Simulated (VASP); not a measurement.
# Bi (R-3m) in VASP: a series of runs, part 2 of 2

VASP 6.6.1. The steps go on from the part before.

### 3 Electric field gradients, LDA (37.51 Å³/atom)

This run uses another cell than the first one, of 37.51 Å³/atom.

The input, INCAR:

```
SYSTEM = Bi
  PREC = Accurate
  ENCUT = 520
  EDIFF = 1E-8
  ISMEAR = -1
  SIGMA = 0.03
  LREAL = .FALSE.
  LASPH = .TRUE.
  NELM = 100
  ALGO = Normal
  ISIF = 2
  LWAVE = .FALSE.
  LCHARG = .FALSE.
  GGA = CA
  LEFG = .TRUE.
  NBANDS = 22
```

The input, KPOINTS:

```
Automatic mesh
0
G
  11 11 11
  0 0 0
```

The input, POSCAR:

```
Bi
1.0
    2.3175796175      1.3380552160      4.0315490999
   -2.3175796175      1.3380552160      4.0315490999
    0.0000000000     -2.6761104319      4.0315490999
Bi
2
Direct
    0.2338900000      0.2338900000      0.2338900000
    0.7661100000      0.7661100000      0.7661100000
```

Potentials or basis: VASP PAW LDA potentials, release 64 (Bi_d).

Launch:

```bash
cat potpaw_LDA.64/Bi_d/POTCAR > POTCAR
mpirun -np 1 vasp_std > vasp.out
```

OUTCAR:

```text
SYSTEM = Bi
   PREC = Accurate
   ENCUT = 520
   EDIFF = 1E-8
   ISMEAR = -1
   LREAL = .FALSE.
   LASPH = .TRUE.
   NELM = 100
   ISIF = 2
   GGA = CA

 ion  position               nearest neighbor table
   1  0.234  0.234  0.234-   2 3.13   2 3.13   2 3.13   2 3.60   2 3.60   2 3.60
   2  0.766  0.766  0.766-   1 3.13   1 3.13   1 3.13   1 3.60   1 3.60   1 3.60

  LATTYP: Found a trigonal (rhomboedric) cell.
 ALAT       =     4.8389002045
 COS(alpha) =     0.5412184017

  Lattice vectors:

 A1 = (   2.3175796175,   1.3380552160,   4.0315490999)
 A2 = (  -2.3175796175,   1.3380552160,   4.0315490999)
 A3 = (   0.0000000000,  -2.6761104319,   4.0315490999)

Analysis of symmetry for initial positions (statically):
=====================================================================
 Subroutine PRICEL returns:
 Original cell was already a primitive cell.

 Routine SETGRP: Setting up the symmetry group for a
 trigonal (rhombohedral) supercell.

 Subroutine GETGRP returns: Found 12 space group operations
 (whereof 12 operations were pure point group operations)
 out of a pool of 12 trial point group operations.

The static configuration has the point symmetry D_3d.

Analysis of symmetry for dynamics (positions and initial velocities):
=====================================================================
 Subroutine PRICEL returns:
 Original cell was already a primitive cell.

 Routine SETGRP: Setting up the symmetry group for a
 trigonal (rhombohedral) supercell.

 Subroutine GETGRP returns: Found 12 space group operations
 (whereof 12 operations were pure point group operations)
[... 157 lines left out ...]
  band No.  band energies     occupation
      1     -17.4082      2.00000
      2     -17.4082      2.00000
      3     -17.2803      2.00000
      4     -17.2803      2.00000
      5     -17.2667      2.00000
      6     -17.1299      2.00000
[... 589 lines left out ...]
     21      13.1206      0.00000
     22      13.6430      0.00000

 [... further k-points ...]

------------------------ aborting loop because EDIFF is reached ----------------------------------------

  FORCE on cell =-STRESS in cart. coord.  units (eV):
  Direction    XX          YY          ZZ          XY          YZ          ZX
  --------------------------------------------------------------------------------------
  -------------------------------------------------------------------------------------
  Total       -1.9693677     -1.9693677     -1.7145908      0.0000000     -0.0000000      0.0000000
  in kB      -42.0635091    -42.0635090    -36.6217561      0.0000000     -0.0000000      0.0000000
  external PRESSURE =     -40.2495914 kB  Pullay stress =       0.0000000 kB

 VOLUME and BASIS-vectors are now :
 -----------------------------------------------------------------------------
  energy-cutoff  :      520.00
  volume of cell :       75.01
      direct lattice vectors                 reciprocal lattice vectors
     2.317579617  1.338055216  4.031549100     0.215742319  0.124558886  0.082681204
    -2.317579617  1.338055216  4.031549100    -0.215742319  0.124558886  0.082681204
     0.000000000 -2.676110432  4.031549100     0.000000000 -0.249117771  0.082681204

 POSITION                                       TOTAL-FORCE (eV/Angst)
 -----------------------------------------------------------------------------------
      0.00000      0.00000      2.82882         0.000000     -0.000000     -0.181403
      0.00000      0.00000      9.26583         0.000000      0.000000      0.181403
 -----------------------------------------------------------------------------------
    total drift:                                0.000000     -0.000000      0.000000

  FREE ENERGIE OF THE ION-ELECTRON SYSTEM (eV)
  ---------------------------------------------------
  free  energy   TOTEN  =        -9.0285718201 eV

  energy  without entropy=       -9.0278552770  energy(sigma->0) =       -9.02821355

 Electric field gradients (V/A^2)
---------------------------------------------------------------------
 ion       V_xx      V_yy      V_zz      V_xy      V_xz      V_yz
---------------------------------------------------------------------
   1      15.368    15.368   -30.735     0.000    -0.000    -0.000
   2      15.368    15.368   -30.735     0.000    -0.000    -0.000
---------------------------------------------------------------------

 Electric field gradients after diagonalization (V/A^2)
 (convention: |V_zz| > |V_xx| > |V_yy|)
----------------------------------------------------------------------
 ion       V_xx      V_yy      V_zz     asymmetry (V_yy - V_xx)/ V_zz
----------------------------------------------------------------------
   1      15.368    15.368   -30.735       0.000
   2      15.368    15.368   -30.735       0.000
----------------------------------------------------------------------

           NMR quadrupolar parameters

 Cq : quadrupolar parameter    Cq=e*Q*V_zz/h
 eta: asymmetry parameters     (V_yy - V_xx)/ V_zz
 Q  : nuclear electric quadrupole moment in mb (millibarn)
----------------------------------------------------------------------
 ion       Cq(MHz)       eta       Q (mb)
----------------------------------------------------------------------
   1      -0.074       0.000       1.000
   2      -0.074       0.000       1.000
----------------------------------------------------------------------
```

OSZICAR:

```text
N       E                     dE             d eps       ncg     rms          rms(c)
DAV:   1     0.304512117930E+03    0.30451E+03   -0.16182E+04  6430   0.160E+03
DAV:   2     0.166671920723E+02   -0.28784E+03   -0.28103E+03  6544   0.428E+02
DAV:   3    -0.815318803705E+01   -0.24820E+02   -0.24537E+02  7738   0.141E+02
DAV:   4    -0.901362940509E+01   -0.86044E+00   -0.86008E+00  7986   0.292E+01
DAV:   5    -0.904888750944E+01   -0.35258E-01   -0.35257E-01  9186   0.529E+00    0.103E+00
DAV:   6    -0.903476589701E+01    0.14122E-01   -0.19949E-02  8532   0.148E+00    0.608E-01
DAV:   7    -0.902861729684E+01    0.61486E-02   -0.12855E-02  7796   0.119E+00    0.103E-01
DAV:   8    -0.902856344881E+01    0.53848E-04   -0.13188E-03  7498   0.428E-01    0.195E-02
DAV:   9    -0.902857198181E+01   -0.85330E-05   -0.59235E-05 10008   0.598E-02    0.924E-03
DAV:  10    -0.902857174318E+01    0.23864E-06   -0.31592E-06  8656   0.146E-02    0.139E-03
DAV:  11    -0.902857181241E+01   -0.69229E-07   -0.21918E-07  7632   0.396E-03    0.706E-04
DAV:  12    -0.902857182007E+01   -0.76593E-08   -0.29737E-08  6518   0.122E-03
   1 F= -.90285718E+01 E0= -.90282135E+01  d E =-.716543E-03
```

stdout:

```text
POSCAR found type information on POSCAR Bi
 POSCAR found :  1 types and       2 ions
 scaLAPACK will be used
 LDA part: xc-table for (Slater(with rela. corr.)+CA(PZ))
 , standard interpolation
 POSCAR, INCAR and KPOINTS ok, starting setup
 FFT: planning ... GRIDC
 FFT: planning ... GRID_SOFT
 FFT: planning ... GRID
 WAVECAR not read
 entering main loop
ion   1

ion   2
```

Wall time 62 s (1 thread of Intel Xeon 6975P-C (Granite Rapids), shared host); peak memory 0.3 GiB.

What came out:

```
Free energy                             : -9.0286 eV
Pressure                                : -4.0 GPa
Largest force                           : 0.181 eV/Å
Band gap on the k mesh                  : zero (bands 15 and 16 overlap by 0.04 eV)
Largest electric field gradient by atom : Bi -30.7 V/Å²
```

Forces in eV/Å, atoms in the order of the input:
```
Bi   0.000  0.000 -0.181
Bi   0.000  0.000  0.181
```

Electric field gradients, principal values (V/Å²):
```tsv
atom	least	middle	greatest (by size)
1 Bi	15.368	15.368	-30.735
2 Bi	15.368	15.368	-30.735
```

Caveat: the cell stands under tension; without QUAD_EFG the Cq values of the log hold for a quadrupole moment of 1 mb, not for the nuclei; spin-orbit coupling is left out, which moves the levels of the heavy elements.
